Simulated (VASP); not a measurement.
Input of a VASP 6.6.1 run:

The input INCAR:

```
SYSTEM = BiB
ALGO = Normal ; EDIFF = 1E-7
ENCUT = 520 ; GGA = PE
ISIF = 2 ; ISMEAR = 0
LASPH = .TRUE. ; LCHARG = .TRUE.
LELF = .TRUE. ; LREAL = .FALSE.
LVHAR = .TRUE. ; LWAVE = .FALSE.
NBANDS = 16 ; NELM = 80
PREC = Accurate ; SIGMA = 0.01
```

Contents of KPOINTS:

```
k-points
0
G
  6 6 6
  0 0 0
```

Contents of POSCAR:

```
BiB
1.0
    0.0000000000      2.7600269871      2.7600269871
    2.7600269871      0.0000000000      2.7600269871
    2.7600269871      2.7600269871      0.0000000000
B Bi
1 1
Direct
    0.0000000000      0.0000000000      0.0000000000
    0.2500000000      0.2500000000      0.2500000000
```

Potentials or basis: VASP PAW PBE potentials, release 64 (B, Bi_d).

Launch:

```bash
$ cat potpaw_PBE.64/B/POTCAR potpaw_PBE.64/Bi_d/POTCAR > POTCAR
$ mpirun -np 1 vasp_std > vasp.out
```

Q: What does it give for the band gap on the k mesh?

A: 0.16 eV, direct.

Q: Predict the pressure.

A: -0.2 GPa.

Caveat: spin-orbit coupling is left out, which moves the levels of the heavy elements. A k mesh can miss the band edges.
